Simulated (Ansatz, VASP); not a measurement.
## Ti6O in VASP and in Ansatz

```
Ti O
1.0
     5.10346    0.00000    0.00000
    -2.55173    4.41973    0.00000
     0.00000    0.00000    4.72581
Ti O
6 1
Direct
  0.33049 0.00000 0.26029
  0.00000 0.33049 0.26029
  0.66951 0.66951 0.26029
  0.00000 0.66951 0.73971
  0.66951 0.00000 0.73971
  0.33049 0.33049 0.73971
  0.00000 0.00000 0.00000
```

Alike in both runs: functional r2SCAN; k mesh 12 × 12 × 8; occupations gaussian, width 0.1 eV; no spin polarisation.

Ansatz relaxed the structure, and its values are those at the end. VASP's run is a single point on that final structure, the one shown.

|  | VASP | Ansatz |
| --- | --- | --- |
| version | VASP 6.6.1 | Ansatz 0.2.0 |
| potentials or method | VASP PAW PBE potentials, release 64 (Ti_sv, O), cutoff 520 eV | scalar-relativistic, plane waves, PAW |
| valence electrons in the cell | 78 | 78 |

|  | VASP | Ansatz | Ansatz less VASP |
| --- | --- | --- | --- |
| gap on the k mesh at the Fermi level (eV) | none | none | - |
| pressure (GPa) | 0.7 | 0.0 | -0.65 |
| rms of the force components (eV/Å) | 0.032 | 0.001 | -0.0312 |

VASP's potentials were made for PBE, not for r2SCAN. A gap of «none» marks a metal or a gap that the smearing closes. The functional is the same, so the differences come from potentials, cutoffs and numerics.
